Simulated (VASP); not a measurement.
# NaCl (Cm) in VASP: single point with PBE

Aim: the single point of NaCl with PBE.

All numbers are computed with VASP 6.6.1; they aren't measurements. Logs are shortened: lines on timing, memory, paths and dates and some standing lists are left out, and cuts for length are marked.

## Step 1: The cell of the first run

It takes space group Cm (No. 8, monoclinic). Conventional cell: a = 4.957 Å, b = 4.957 Å, c = 3.505 Å, α = 90.00°, β = 90.00°, γ = 90.00°. Na (site symmetry m) has 8 Cl at 3.03 to 3.04 Å and 6 Na at 3.51 Å within 4.0 Å. Within 4.0 Å of Cl (site symmetry m) lie 8 Na at 3.03 to 3.04 Å and 6 Cl at 3.51 Å.

## Step 2: Single point, PBE (all Cl atoms moved 0.8 Å in one direction, then relaxed in part)

INCAR

```
PREC = Accurate ; ENCUT = 520
EDIFF = 1E-7 ; ISMEAR = 0
SIGMA = 0.05 ; LREAL = False
LASPH = True ; NELM = 80
ALGO = Normal ; ISIF = 2
LWAVE = False ; LCHARG = True
GGA = PE ; LELF = True
LVHAR = True ; NBANDS = 14
```

KPOINTS

```
regular mesh
0
Gamma
  6 6 6
```

POSCAR

```
NaCl
1.0
    3.5050044763      0.0000000000      0.0000000000
    0.0000000000      3.5050044763      0.0000000000
    0.0000000000      0.0000000000      3.5050044763
Na Cl
1 1
Direct
    0.0003245331     -0.0003439273     -0.0007760918
    0.4996754669      0.5003439273      0.5007760918
```

Potentials or basis: VASP PAW PBE potentials, release 64 (Na_pv, Cl).

On the command line:

```sh
$ cat potpaw_PBE.64/Na_pv/POTCAR potpaw_PBE.64/Cl/POTCAR > POTCAR
$ mpirun -np 1 vasp_std > vasp.out
```

OUTCAR:

```text
PREC = Accurate
   ENCUT = 520
   EDIFF = 1E-7
   ISMEAR = 0
   LREAL = False
   LASPH = True
   NELM = 80
   ISIF = 2
   GGA = PE

 ion  position               nearest neighbor table
   1  0.000  1.000  0.999-
   2  0.500  0.500  0.501-

  LATTYP: Found a simple cubic cell.
 ALAT       =     3.5050044763

  Lattice vectors:

 A1 = (   3.5050044763,   0.0000000000,   0.0000000000)
 A2 = (   0.0000000000,   3.5050044763,   0.0000000000)
 A3 = (   0.0000000000,   0.0000000000,   3.5050044763)

Analysis of symmetry for initial positions (statically):
=====================================================================
 Subroutine PRICEL returns:
 Original cell was already a primitive cell.

 Routine SETGRP: Setting up the symmetry group for a
 simple cubic supercell.

 Subroutine GETGRP returns: Found  1 space group operations
 (whereof  1 operations were pure point group operations)
 out of a pool of 48 trial point group operations.

The static configuration has the point symmetry C_1 .

Analysis of symmetry for dynamics (positions and initial velocities):
=====================================================================
 Subroutine PRICEL returns:
 Original cell was already a primitive cell.

 Routine SETGRP: Setting up the symmetry group for a
 simple cubic supercell.

 Subroutine GETGRP returns: Found  1 space group operations
 (whereof  1 operations were pure point group operations)
 out of a pool of 48 trial point group operations.

The dynamic configuration has the point symmetry C_1 .

 Subroutine INISYM returns: Found  1 space group operations
 (whereof  1 operations are pure point group operations),
 and found     1 'primitive' translations

----------------------------------------------------------------------------------------

                                     Primitive cell

  volume of cell :      43.0592

  direct lattice vectors                    reciprocal lattice vectors
     3.505004476  0.000000000  0.000000000     0.285306340  0.000000000  0.000000000
     0.000000000  3.505004476  0.000000000     0.000000000  0.285306340  0.000000000
     0.000000000  0.000000000  3.505004476     0.000000000  0.000000000  0.285306340

  length of vectors
     3.505004476  3.505004476  3.505004476     0.285306340  0.285306340  0.285306340

  position of ions in fractional coordinates (direct lattice)
     0.000324533  0.999656073  0.999223908
     0.499675467  0.500343927  0.500776092

  ion indices of the primitive-cell ions
   primitive index   ion index
                 1           1
                 2           2

----------------------------------------------------------------------------------------

 KPOINTS: regular mesh

Automatic generation of k-mesh.
 Grid dimensions read from file:
 generate k-points for:    6    6    6

 Generating k-lattice:

  Cartesian coordinates                     Fractional coordinates (reciprocal lattice)
     0.047551057  0.000000000  0.000000000     0.166666667  0.000000000  0.000000000
     0.000000000  0.047551057  0.000000000     0.000000000  0.166666667  0.000000000
     0.000000000  0.000000000  0.047551057     0.000000000  0.000000000  0.166666667

  Length of vectors
     0.047551057  0.047551057  0.047551057

  Shift w.r.t. Gamma in fractional coordinates (k-lattice)
     0.000000000  0.000000000  0.000000000

 Subroutine IBZKPT returns following result:
 ===========================================

 Found    112 irreducible k-points:

 Following reciprocal coordinates:
            Coordinates               Weight
  0.000000  0.000000  0.000000      1.000000
  0.166667  0.000000  0.000000      2.000000
  0.000000  0.166667  0.000000      2.000000
  0.000000  0.000000  0.166667      2.000000
  0.333333  0.000000  0.000000      2.000000
  0.000000  0.333333  0.000000      2.000000
[... 16 lines left out ...]
  0.000000 -0.333333  0.166667      2.000000
 -0.166667  0.000000  0.333333      2.000000
 [... further k-points ...]
   k-points           NKPTS =    112   k-points in BZ     NKDIM =    112   number of bands    NBANDS=     14
   number of dos      NEDOS =    301   number of ions     NIONS =      2
   total plane-waves  NPLWV =  21952
   dimension x,y,z NGX =    28 NGY =   28 NGZ =   28
   dimension x,y,z NGXF=    56 NGYF=   56 NGZF=   56
   ions per type =               1   1
   NGX,Y,Z   is equivalent  to a cutoff of  13.28, 13.28, 13.28 a.u.
   NGXF,Y,Z  is equivalent  to a cutoff of  26.56, 26.56, 26.56 a.u.
 SYSTEM =  unknown system
   PREC   = accura    normal or accurate (medium, high low for compatibility)
   ISTART =      0    job   : 0-new  1-cont  2-samecut
   ICHARG =      2    charge: 1-file 2-atom 10-const
   ISPIN  =      1    spin polarized calculation?
   LNONCOLLINEAR =      F non collinear calculations
   LSORBIT =      F    spin-orbit coupling
   LASPH  =      T    aspherical Exc in radial PAW
   ENCUT  =  520.0 eV  38.22 Ry    6.18 a.u.   6.52  6.52  6.52*2*pi/ulx,y,z
   NELM   =     80;   NELMIN=  2; NELMDL= -5     # of ELM steps
   EDIFF  = 0.1E-06   stopping-criterion for ELM
   LREAL  =      F    real-space projection
   EDIFFG = 0.1E-05   stopping-criterion for IOM
   NSW    =      0    number of steps for IOM
   IBRION =     -1    ionic relax: 0-MD 1-quasi-New 2-CG
   NFREE  =      0    steps in history (QN), initial steepest desc. (CG)
   ISIF   =      2    stress and relaxation
   ISYM   =      2    0-nonsym 1-usesym 2-fastsym
   POTIM  = 0.5000    time-step for ionic-motion
   TEBEG  =    0.0;   TEEND  =   0.0 temperature during run
   PSTRESS=    0.0 pullay stress
   NELECT =      14.0000    total number of electrons
   NUPDOWN=      -1.0000    fix difference up-down
   EMIN   =  10.00;   EMAX   =-10.00  energy-range for DOS
   EFERMI =   0.00;   METHOD = LEGACY
   ISMEAR =     0;   SIGMA  =   0.05  broadening in eV -4-tet -1-fermi 0-gaus
   EFERMI_NEDOS =   21; number of points for ismear=-14 and -15
   IALGO  =     38    algorithm
   IMIX   =      4    mixing-type and parameters
     AMIX     =   0.40;   BMIX     =  1.00
     AMIX_MAG =   1.60;   BMIX_MAG =  1.00
  volume/ion in A,a.u.               =      21.53       145.29
  Fermi-wavevector in a.u.,A,eV,Ry     =   1.125716  2.127295 17.241807  1.267237
  Thomas-Fermi vector in A             =   2.262395
   LORBIT       =      0    0 simple, 1 ext, 2 COOP (PROOUT), +10 PAW based schemes
   GGA     = PE    functional components
   LHFCALC =     F    Hartree Fock is set to
   AEXX    =    0.0000 exact exchange contribution
   IVDW    =     0    specifies the selected vdW correction
   LEPSILON=     F    determine dielectric tensor
   LRPA    =     F    only Hartree local field effects (RPA)
 non-spin polarized calculation
 Gauss-broadening in eV      SIGMA  =   0.05
  energy-cutoff  :      520.00
  volume of cell :       43.06
 maximum number of plane-waves:      1189
 NGX is ok and might be reduce to    28
   NGX = 13   NGY = 13   NGZ = 13

 number of electron      13.9999981 magnetization

 Free energy of the ion-electron system (eV)
  ---------------------------------------------------
  ext. energy  EPLUGINS =         0.00000000
  ---------------------------------------------------
  free energy    TOTEN  =        -6.46845490 eV

  energy without entropy =       -6.46845490  energy(sigma->0) =       -6.46845490

 E-fermi :   0.6549     XC(G=0):  -8.4221

 val. band max:        0.4084424639   @ k =   0.5000   0.5000   0.0000
 cond. band min:       4.3787091806   @ k =   0.0000   0.0000   0.0000
 fundamental gap:      3.9702667167
 Fermi energy:         0.6549123704

 k-point     1 :       0.0000    0.0000    0.0000
  band No.  band energies     occupation
      1     -21.6686      2.00000
      2     -21.6686      2.00000
      3     -21.6686      2.00000
      4     -12.9598      2.00000
      5      -0.0803      2.00000
      6      -0.0803      2.00000
      7      -0.0803      2.00000
      8       4.3787      0.00000
      9       8.9899      0.00000
     10       8.9900      0.00000
     11      16.0734      0.00000
     12      16.0735      0.00000
     13      16.0737      0.00000
     14      16.3126      0.00000

 k-point     2 :       0.1667    0.0000    0.0000
  band No.  band energies     occupation
      1     -21.6787      2.00000
      2     -21.6677      2.00000
      3     -21.6677      2.00000
      4     -12.8761      2.00000
      5      -0.8688      2.00000
      6      -0.0243      2.00000
      7      -0.0243      2.00000
      8       5.1047      0.00000
      9       9.2922      0.00000
     10       9.5119      0.00000
     11      14.2660      0.00000
     12      14.2661      0.00000
     13      15.4769      0.00000
     14      16.5187      0.00000

 k-point     3 :       0.0000    0.1667    0.0000
  band No.  band energies     occupation
      1     -21.6787      2.00000
      2     -21.6677      2.00000
      3     -21.6677      2.00000
      4     -12.8761      2.00000
      5      -0.8688      2.00000
      6      -0.0243      2.00000
      7      -0.0243      2.00000
      8       5.1047      0.00000
      9       9.2922      0.00000
     10       9.5119      0.00000
     11      14.2660      0.00000
     12      14.2661      0.00000
     13      15.4769      0.00000
     14      16.5187      0.00000
[... 324 lines left out ...]
 k-point    23 :       0.0000   -0.3333    0.1667
  band No.  band energies     occupation
      1     -21.6969      2.00000
      2     -21.6750      2.00000
      3     -21.6651      2.00000
      4     -12.6304      2.00000
      5      -1.9071      2.00000
      6      -0.5467      2.00000
      7       0.1523      2.00000
      8       6.8995      0.00000
      9       9.2097      0.00000
     10      10.5614      0.00000
     11      12.1623      0.00000
     12      12.9381      0.00000
     13      15.0900      0.00000
     14      15.8516      0.00000

 k-point    24 :      -0.1667    0.0000    0.3333
  band No.  band energies     occupation
      1     -21.6969      2.00000
      2     -21.6750      2.00000
      3     -21.6651      2.00000
      4     -12.6304      2.00000
      5      -1.9071      2.00000
      6      -0.5467      2.00000
      7       0.1523      2.00000
      8       6.8995      0.00000
      9       9.2098      0.00000
     10      10.5613      0.00000
     11      12.1622      0.00000
     12      12.9381      0.00000
     13      15.0900      0.00000
     14      15.8517      0.00000

 [... further k-points ...]
[... 5 lines left out ...]
  --------------------------------------------------------------------------------------
  -------------------------------------------------------------------------------------
  Total       -0.0008103     -0.0008111     -0.0008020     -0.0000204      0.0000487     -0.0000464
  in kB       -0.0301502     -0.0301804     -0.0298427     -0.0007603      0.0018122     -0.0017275
  external PRESSURE =      -0.0300578 kB  Pullay stress =       0.0000000 kB

 VOLUME and BASIS-vectors are now :
 -----------------------------------------------------------------------------
  energy-cutoff  :      520.00
  volume of cell :       43.06
      direct lattice vectors                 reciprocal lattice vectors
     3.505004476  0.000000000  0.000000000     0.285306340  0.000000000  0.000000000
     0.000000000  3.505004476  0.000000000     0.000000000  0.285306340  0.000000000
     0.000000000  0.000000000  3.505004476     0.000000000  0.000000000  0.285306340

 POSITION                                       TOTAL-FORCE (eV/Angst)
 -----------------------------------------------------------------------------------
      0.00114      3.50380      3.50228        -0.000697      0.000739      0.001666
      1.75136      1.75371      1.75522         0.000697     -0.000739     -0.001666
 -----------------------------------------------------------------------------------
    total drift:                                0.000085     -0.000091     -0.000200

  FREE ENERGIE OF THE ION-ELECTRON SYSTEM (eV)
  ---------------------------------------------------
  free  energy   TOTEN  =        -6.4684548992 eV

  energy  without entropy=       -6.4684548992  energy(sigma->0) =       -6.46845490
```

Wall time 51 s (1 thread of Intel Xeon Platinum 8375C at 2.90GHz (Ice Lake), shared host); peak memory 0.18 GiB.

What came out:

```yaml
Free_energy: -6.4685 eV
Pressure: 0.0 GPa
Band_gap_on_the_k_mesh: 3.97 eV, indirect (least direct gap 4.46 eV)
```

Levels at points of the mesh, in eV from the valence-band top:
| k point | band 4 | band 5 | band 6 | band 7 | band 8 | band 9 | band 10 | band 11 |
| --- | --- | --- | --- | --- | --- | --- | --- | --- |
| (0.00, 0.00, 0.00) | -13.37 | -0.49 | -0.49 | -0.49 | 3.97 | 8.58 | 8.58 | 15.66 |
| (0.50, 0.00, 0.00) | -13.01 | -2.93 | -0.26 | -0.26 | 6.91 | 8.55 | 10.51 | 11.84 |
| (0.00, 0.50, 0.00) | -13.01 | -2.93 | -0.26 | -0.26 | 6.91 | 8.55 | 10.51 | 11.84 |
| (0.00, 0.00, 0.50) | -13.01 | -2.93 | -0.26 | -0.26 | 6.91 | 8.55 | 10.51 | 11.84 |
| (0.50, 0.50, 0.00) | -12.75 | -2.25 | -2.25 | 0.00 | 5.54 | 9.88 | 11.01 | 11.01 |
| (0.00, 0.50, 0.50) | -12.75 | -2.25 | -2.25 | 0.00 | 5.54 | 9.88 | 11.01 | 11.01 |
| (0.50, 0.00, 0.50) | -12.75 | -2.25 | -2.25 | 0.00 | 5.54 | 9.88 | 11.01 | 11.01 |
| (0.50, 0.50, 0.50) | -12.48 | -1.84 | -1.84 | -1.84 | 7.12 | 7.12 | 7.12 | 11.63 |

Caveat: the cell differs from its parent crystal (all Cl atoms moved 0.8 Å in one direction, then relaxed in part). A k mesh can miss the band edges.
